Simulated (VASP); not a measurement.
Wanted: the native input for a VASP 6.6.1 run.

| Property | Result |
| --- | --- |
| Task | single point |
| Functional | PBE |
| Potentials or basis | VASP PAW PBE potentials, release 64 (Au) |
| Cutoff | 500 eV |
| k mesh | 16 × 16 × 16 |
| Occupations | gaussian, width 0.1 eV |
| Spin | no spin polarisation |
| Dipole correction | no |
| Further INCAR settings | ALGO = Normal; EDIFF = 1e-06; NBANDS = 18 |

The structure of Au lies in POSCAR:

```
Au
1.0
    3.1032304960      0.0000000000      0.0000000000
    0.0000000000      3.1032304960      0.0000000000
    0.0000000000      0.0000000000      3.4201561637
Au
2
Direct
    0.0000000000      0.0000000000      0.0000000000
    0.5000000000      0.5000000000      0.5000000000
```

This cell differs from its parent crystal: biaxial strain in the a-b plane: -6.0 %.

These files were run (other wordings do the same):

INCAR

```
PREC     = Accurate       # precision mode
ENCUT    = 500            # plane-wave cutoff, eV
EDIFF    = 1E-6           # SCF threshold, eV
ISMEAR   = 0              # smearing method
SIGMA    = 0.1            # smearing width, eV
LREAL    = F              # projectors in reciprocal space
LASPH    = T              # aspherical terms in the spheres
NELM     = 120            # most SCF steps
ALGO     = Normal         # electronic algorithm
ISIF     = 2              # what is computed and relaxed
LWAVE    = F              # write WAVECAR
LCHARG   = F              # write CHGCAR
GGA      = PE             # functional
NBANDS   = 18             # bands
GGA_COMPAT= F
```

KPOINTS

```
Automatic mesh
0
Gamma
  16 16 16
```

Potentials or basis: VASP PAW PBE potentials, release 64 (Au).

Command:

```console
$ cat potpaw_PBE.64/Au/POTCAR > POTCAR
$ mpirun -np 1 vasp_std > vasp.out
```

It gave:

```json
{
  "Pressure": "15.9 GPa",
  "Band gap on the k mesh": "zero (bands 11 and 12 overlap by 6.37 eV)"
}
```

Caveat: the cell differs from its parent crystal (biaxial strain in the a-b plane: -6.0 %); the cell stands under pressure; spin-orbit coupling is left out, which moves the levels of the heavy elements.

Wall time 69 s on 1 thread of Intel(R) Xeon(R) Platinum 8488C (Sapphire Rapids), with other jobs on the host, peak memory 0.29 GiB.
